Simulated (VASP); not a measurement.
Write the native input for VASP 6.6.1 that does the following.

| Item | Value |
| --- | --- |
| Task | density of states |
| Functional | PBE |
| Potentials or basis | VASP PAW PBE potentials, release 64 (Fe, Si) |
| Cutoff | 520 eV |
| k mesh | 8 × 8 × 8 |
| Occupations | gaussian, width 0.05 eV |
| Spin | no spin polarisation |
| Dipole correction | no |
| k mesh for the DOS | 12 × 12 × 12 |
| Occupations for the DOS | tetrahedron |
| Further INCAR settings | ALGO = Normal; EDIFF = 1e-07 |

Crystal: FeSi.

```
Fe Si
1.0
     4.44805    0.00000    0.00000
     0.00000    4.44805    0.00000
     0.00000    0.00000    4.44805
Fe Si
4 4
Direct
  0.13600 0.13600 0.13600
  0.36400 0.86400 0.63600
  0.63600 0.36400 0.86400
  0.86400 0.63600 0.36400
  0.84073 0.84073 0.84073
  0.65927 0.15927 0.34073
  0.34073 0.65927 0.15927
  0.15927 0.34073 0.65927
```

These files were run (other wordings do the same):

POSCAR

```
FeSi
1.0
    4.4480502174      0.0000000000      0.0000000000
    0.0000000000      4.4480502174      0.0000000000
    0.0000000000      0.0000000000      4.4480502174
Fe Si
4 4
Direct
    0.1360013812      0.1360013812      0.1360013812
    0.3639986188      0.8639986188      0.6360013812
    0.6360013812      0.3639986188      0.8639986188
    0.8639986188      0.6360013812      0.3639986188
    0.8407293038      0.8407293038      0.8407293038
    0.6592706962      0.1592706962      0.3407293038
    0.3407293038      0.6592706962      0.1592706962
    0.1592706962      0.3407293038      0.6592706962
```

INCAR.step1

```
PREC = Accurate ; ENCUT = 520
EDIFF = 1E-7 ; ISMEAR = 0
SIGMA = 0.05 ; LREAL = F
LASPH = T ; NELM = 60
ALGO = Normal ; ISIF = 2
LWAVE = F ; LCHARG = T
LMAXMIX = 4 ; GGA = PE
NBANDS = 34
```

KPOINTS.step1

```
Automatic mesh
0
Gamma
  8 8 8
```

INCAR.step2

```
PREC = Accurate ; ENCUT = 520
EDIFF = 1E-7 ; ISMEAR = -5
SIGMA = 0.05 ; LREAL = F
LASPH = T ; NELM = 60
ALGO = Normal ; ISIF = 2
LWAVE = F ; LCHARG = F
LMAXMIX = 4 ; GGA = PE
LORBIT = 11 ; NEDOS = 2001
ICHARG = 11
```

KPOINTS.step2

```
Automatic mesh
0
Gamma
  12 12 12
```

Potentials or basis: VASP PAW PBE potentials, release 64 (Fe, Si).

Run with:

```sh
$ cat potpaw_PBE.64/Fe/POTCAR potpaw_PBE.64/Si/POTCAR > POTCAR
$ cp INCAR.step1 INCAR
$ cp KPOINTS.step1 KPOINTS
$ mpirun -np 1 vasp_std > vasp.out
$ cp INCAR.step2 INCAR
$ cp KPOINTS.step2 KPOINTS
$ mpirun -np 1 vasp_std > vasp.out
```

Results of the run:

The valence electrons inside the program's atomic spheres are Fe 7.66; Si 1.64.

Wall time 2.8 min on 1 thread of Intel(R) Xeon(R) 6975P-C (Granite Rapids) (shared host), peak memory 0.37 GiB.
